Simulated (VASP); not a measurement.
# HfC3 (P6_3/mmc) in VASP: a series of runs, part 3 of 3

VASP 6.6.1. The steps go on from the part before.

## (5) Single point, PBE

This run uses another cell than the first one, of 11.09 Å³/atom.

Input file INCAR:

```
SYSTEM = HfC3
PREC = Accurate ; ENCUT = 520
EDIFF = 1E-7 ; ISMEAR = 0
SIGMA = 0.1 ; LREAL = .FALSE.
LASPH = .TRUE. ; NELM = 80
ALGO = Normal ; ISIF = 2
LWAVE = .FALSE. ; LCHARG = .FALSE.
GGA = PE ; NBANDS = 32
```

Input file KPOINTS:

```
regular mesh
0
G
  12 12 8
  0 0 0
```

Input file POSCAR:

```
HfC3
1.0
    4.4493593529      0.0000000000      0.0000000000
   -2.2246796764      3.8532582302      0.0000000000
    0.0000000000      0.0000000000      5.1766742361
Hf C
2 6
Direct
    0.3333333333      0.6666666667      0.2500000000
    0.6666666667      0.3333333333      0.7500000000
    0.8915812267      0.7831624534      0.2500000000
    0.1084187733      0.8915812267      0.7500000000
    0.2168375466      0.1084187733      0.2500000000
    0.1084187733      0.2168375466      0.7500000000
    0.8915812267      0.1084187733      0.2500000000
    0.7831624534      0.8915812267      0.7500000000
```

Potentials or basis: VASP PAW PBE potentials, release 64 (Hf_pv, C).

Started as:

```console
> cat potpaw_PBE.64/Hf_pv/POTCAR potpaw_PBE.64/C/POTCAR > POTCAR
> mpirun -np 1 vasp_std > vasp.out
```

OUTCAR:

```text
SYSTEM = HfC3
   PREC = Accurate
   ENCUT = 520
   EDIFF = 1E-7
   ISMEAR = 0
   LREAL = .FALSE.
   LASPH = .TRUE.
   NELM = 80
   ISIF = 2
   GGA = PE

 ion  position               nearest neighbor table
   1  0.333  0.667  0.250-   5 2.27   3 2.27   7 2.27   7 2.27   5 2.27   3 2.27   2 3.65   2 3.65
                             2 3.65   2 3.65   2 3.65   2 3.65
   2  0.667  0.333  0.750-   8 2.27   6 2.27   4 2.27   4 2.27   8 2.27   6 2.27   1 3.65   1 3.65
                             1 3.65   1 3.65   1 3.65   1 3.65
   3  0.892  0.783  0.250-   7 1.45   5 1.45   1 2.27   1 2.27
   4  0.108  0.892  0.750-   6 1.45   8 1.45   2 2.27   2 2.27
   5  0.217  0.108  0.250-   7 1.45   3 1.45   1 2.27   1 2.27
   6  0.108  0.217  0.750-   4 1.45   8 1.45   2 2.27   2 2.27
   7  0.892  0.108  0.250-   3 1.45   5 1.45   1 2.27   1 2.27
   8  0.783  0.892  0.750-   4 1.45   6 1.45   2 2.27   2 2.27

  LATTYP: Found a hexagonal cell.
 ALAT       =     4.4493593529
 C/A-ratio  =     1.1634650801

  Lattice vectors:

 A1 = (   4.4493593529,   0.0000000000,   0.0000000000)
 A2 = (  -2.2246796764,   3.8532582302,   0.0000000000)
 A3 = (   0.0000000000,   0.0000000000,   5.1766742361)

Analysis of symmetry for initial positions (statically):
=====================================================================
 Subroutine PRICEL returns:
 Original cell was already a primitive cell.

 Routine SETGRP: Setting up the symmetry group for a
 hexagonal supercell.

 Subroutine GETGRP returns: Found 24 space group operations
 (whereof 12 operations were pure point group operations)
 out of a pool of 24 trial point group operations.

The static configuration has the point symmetry D_3d.
 The point group associated with its full space group is D_6h.

Analysis of symmetry for dynamics (positions and initial velocities):
=====================================================================
 Subroutine PRICEL returns:
 Original cell was already a primitive cell.

[... 141 lines left out ...]
  volume/ion in A,a.u.               =      11.09        74.87
  Fermi-wavevector in a.u.,A,eV,Ry     =   1.295687  2.448494 22.841541  1.678806
  Thomas-Fermi vector in A             =   2.427191
   LORBIT       =      0    0 simple, 1 ext, 2 COOP (PROOUT), +10 PAW based schemes
   GGA     = PE    functional components
   LHFCALC =     F    Hartree Fock is set to
   AEXX    =    0.0000 exact exchange contribution
   IVDW    =     0    specifies the selected vdW correction
   LEPSILON=     F    determine dielectric tensor
   LRPA    =     F    only Hartree local field effects (RPA)
 non-spin polarized calculation
 Gauss-broadening in eV      SIGMA  =   0.10
  energy-cutoff  :      520.00
  volume of cell :       88.75
 maximum number of plane-waves:      2406
 NGX is ok and might be reduce to    36
   NGX = 17   NGY = 17   NGZ = 19

 number of electron      44.0000000 magnetization

 Free energy of the ion-electron system (eV)
  ---------------------------------------------------
  ext. energy  EPLUGINS =         0.00000000
  ---------------------------------------------------
  free energy    TOTEN  =       -68.93136549 eV

  energy without entropy =      -68.92785202  energy(sigma->0) =      -68.92960876

 E-fermi :   5.8203     XC(G=0): -11.5029

 val. band max:        5.7916509539   @ k =   0.0833   0.0833   0.3750
 cond. band min:       5.8206105526   @ k =   0.5000   0.0000   0.2500
 fundamental gap:      0.0289595987
 Fermi energy:         5.8202761604

 k-point     1 :       0.0000    0.0000    0.0000
  band No.  band energies     occupation
      1     -25.7794      2.00000
      2     -25.6456      2.00000
      3     -25.6370      2.00000
      4     -25.6370      2.00000
      5     -25.5873      2.00000
      6     -25.5873      2.00000
[... 829 lines left out ...]
     31      10.3934      0.00000
     32      10.9413      0.00000

 [... further k-points ...]
[... 5 lines left out ...]
  --------------------------------------------------------------------------------------
  -------------------------------------------------------------------------------------
  Total       -0.1927681     -0.1927681     -0.1871885     -0.0000000     -0.0000000     -0.0000000
  in kB       -3.4799201     -3.4799201     -3.3791963     -0.0000000     -0.0000000     -0.0000000
  external PRESSURE =      -3.4463455 kB  Pullay stress =       0.0000000 kB

 VOLUME and BASIS-vectors are now :
 -----------------------------------------------------------------------------
  energy-cutoff  :      520.00
  volume of cell :       88.75
      direct lattice vectors                 reciprocal lattice vectors
     4.449359353  0.000000000  0.000000000     0.224751458  0.129760315  0.000000000
    -2.224679676  3.853258230  0.000000000     0.000000000  0.259520629  0.000000000
     0.000000000  0.000000000  5.176674236     0.000000000  0.000000000  0.193174219

 POSITION                                       TOTAL-FORCE (eV/Angst)
 -----------------------------------------------------------------------------------
     -0.00000      2.56884      1.29417        -0.000000      0.000000      0.000000
      2.22468      1.28442      3.88251        -0.000000      0.000000      0.000000
      2.22468      3.01773      1.29417        -0.000000     -0.150801     -0.000000
     -1.50109      3.43549      3.88251         0.130597     -0.075400      0.000000
      0.72359      0.41777      1.29417         0.130597      0.075400     -0.000000
      0.00000      0.83553      3.88251         0.000000      0.150801      0.000000
      3.72577      0.41777      1.29417        -0.130597      0.075400     -0.000000
      1.50109      3.43549      3.88251        -0.130597     -0.075400      0.000000
 -----------------------------------------------------------------------------------
    total drift:                               -0.000000      0.000000      0.000000

  FREE ENERGIE OF THE ION-ELECTRON SYSTEM (eV)
  ---------------------------------------------------
  free  energy   TOTEN  =       -68.9313654878 eV

  energy  without entropy=      -68.9278520224  energy(sigma->0) =      -68.92960876
```

Run time: 3.5 min. Hardware: 1 thread of Intel Xeon Platinum 8488C (Sapphire Rapids), shared host; peak memory 0.36 GiB.

Results:

```
Free energy            : -68.9314 eV
Pressure               : -0.3 GPa
Largest force          : 0.151 eV/Å
Band gap on the k mesh : zero (bands 22 and 23 overlap by 2.13 eV)
```

Forces in eV/Å, atoms in the order of the input:
```
Hf   0.000  0.000  0.000
Hf   0.000  0.000  0.000
C    0.000 -0.151  0.000
C    0.131 -0.075  0.000
C    0.131  0.075  0.000
C    0.000  0.151  0.000
C   -0.131  0.075  0.000
C   -0.131 -0.075  0.000
```

Levels at points of the mesh, in eV from the Fermi level:
```
           k point  band 18  band 19  band 20  band 21  band 22  band 23  band 24  band 25  band 26  band 27
(0.00, 0.00, 0.00)    -2.22    -2.17    -2.17    -1.08    -1.08     0.01     0.01     1.40     3.77     4.61
(0.50, 0.00, 0.00)    -3.08    -2.77    -2.74    -2.64    -1.92     1.27     1.90     2.33     2.91     2.97
(0.00, 0.00, 0.50)    -3.11    -3.11    -3.11     1.43     1.43     1.43     1.43     1.62     1.62     2.57
(0.50, 0.00, 0.50)    -3.32    -3.20    -3.20    -1.24    -1.24     0.30     0.30     2.36     2.36     3.66
```

Caveat: spin-orbit coupling is left out, which moves the levels of the heavy elements.

## (6) The runs side by side

| task | cell | k mesh | cutoff (eV) | gap on the mesh (eV) | pressure (GPa) | largest force (eV/Å) |
| --- | --- | --- | --- | --- | --- | --- |
| single point | a = 4.978, b = 4.978, c = 3.996 Å, angles 90.0, 90.0, 120.0°, 8 atoms, atomic positions A | 6 × 6 × 4 | 520 | none | -18.7 | 0.45 |
| single point | a = 4.451, b = 4.451, c = 5.144 Å, angles 90.0, 90.0, 120.0°, 8 atoms, atomic positions B | 6 × 6 × 4 | 520 | none | -0.3 | 0.15 |
| relaxation of cell and atoms | relaxed from a = 4.978, b = 4.978, c = 3.996 Å, angles 90.0, 90.0, 120.0°, 8 atoms, atomic positions A | 6 × 6 × 4 | 600 | none | -0.3 | 0.03 |
| single point | a = 4.449, b = 4.449, c = 5.177 Å, angles 90.0, 90.0, 120.0°, 8 atoms, atomic positions B | 12 × 12 × 8 | 520 | none | -0.3 | 0.15 |

Alike in all rows: level PBE; potentials or basis VASP PAW PBE potentials, release 64 (Hf_pv, C); no spin polarisation; smearing gaussian 0.1 eV.

Caveats: some runs use coarse meshes; spin-orbit coupling is left out, which moves the levels of the heavy elements; a cell axis changed by over 15 % at a fixed basis, so the end point is rough (at least some runs).

Total energies depend on the potentials used, so only differences within one code and one set of settings carry meaning.

The gap in the log of VASP goes by the Fermi energy; the results here count the filled bands.